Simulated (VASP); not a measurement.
AlAs (b): single point with PBEsol

Crystal: AlAs (b).

```xyz
2
Lattice="0.0000 2.8379 2.8379 2.8379 0.0000 2.8379 2.8379 2.8379 0.0000" Properties=species:S:1:pos:R:3 pbc="T T T"
Al    0.0000    0.0000    0.0000
As    1.4190    1.4190    1.4190
```

```
Program                : VASP 6.6.1
Task                   : single point
Functional             : PBEsol
Potentials or basis    : VASP PAW PBE potentials, release 64 (Al, As)
Cutoff                 : 500 eV
k mesh                 : 6 × 6 × 6
Occupations            : gaussian, width 0.1 eV
Spin                   : no spin polarisation
Dipole correction      : no
Further INCAR settings : ALGO = Normal; EDIFF = 1e-06; NBANDS = 11
```

| Quantity | Value |
| --- | --- |
| Pressure | 0.2 GPa |
| Band gap on the k mesh | 1.33 eV, indirect (least direct gap 1.92 eV) |

Levels at points of the mesh, in eV from the valence-band top:
| k point | band 2 | band 3 | band 4 | band 5 | band 6 | band 7 |
| --- | --- | --- | --- | --- | --- | --- |
| (0.00, 0.00, 0.00) | 0.00 | 0.00 | 0.00 | 1.92 | 4.25 | 4.25 |
| (0.50, 0.00, 0.00) | -5.57 | -0.82 | -0.82 | 2.05 | 4.62 | 4.62 |
| (0.50, 0.50, 0.00) | -5.42 | -2.17 | -2.17 | 1.33 | 2.21 | 10.22 |

Run time: 8.2 s on 1 thread of Intel Xeon 6975P-C, on a shared host, peak memory 0.17 GiB.

Caveat: the PAW data sets were made with another functional, which shifts forces and pressure a little. A k mesh can miss the band edges.
